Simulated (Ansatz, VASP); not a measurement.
MnCuAs: VASP beside Ansatz

```
Mn Cu As
1.0
     3.69949    0.00000    0.00000
     0.00000    3.69949    0.00000
     0.00000    0.00000    6.40842
Mn Cu As
2 2 2
Direct
  0.00000 0.50000 0.16402
  0.50000 0.00000 0.83598
  0.00000 0.00000 0.50000
  0.50000 0.50000 0.50000
  0.00000 0.50000 0.77625
  0.50000 0.00000 0.22375
```

Alike in both runs: task single point; functional PBE; k mesh 10 × 10 × 6; occupations gaussian, width 0.1 eV; no spin polarisation.

```csv
,VASP,Ansatz
version,VASP 6.6.1,Ansatz 0.2.0
potentials or method,"VASP PAW PBE potentials, release 64 (Mn_pv, Cu, As), cutoff 520 eV","scalar-relativistic, plane waves, PAW"
valence electrons in the cell,58,98
```

Ansatz gave:

| Item | Value |
| --- | --- |
| gap on the k mesh at the Fermi level (eV) | none |
| pressure (GPa) | -13.6 |
| traceless stress, the component that is largest in VASP (GPa) | 1.02 |
| rms of the force components (eV/Å) | 0.427 |

What did VASP give for the same quantities?

gap on the k mesh at the Fermi level (eV): none; pressure (GPa): -13.3; traceless stress, the component that is largest in VASP (GPa): 1.12; rms of the force components (eV/Å): 0.431.

Atom by atom the forces differ by 0.006 eV/Å (rms over components). A gap of «none» marks a metal or a gap that the smearing closes. VASP's potentials hold 58 valence electrons a cell and Ansatz's 98, so a difference there can come from the potentials and not from the codes.
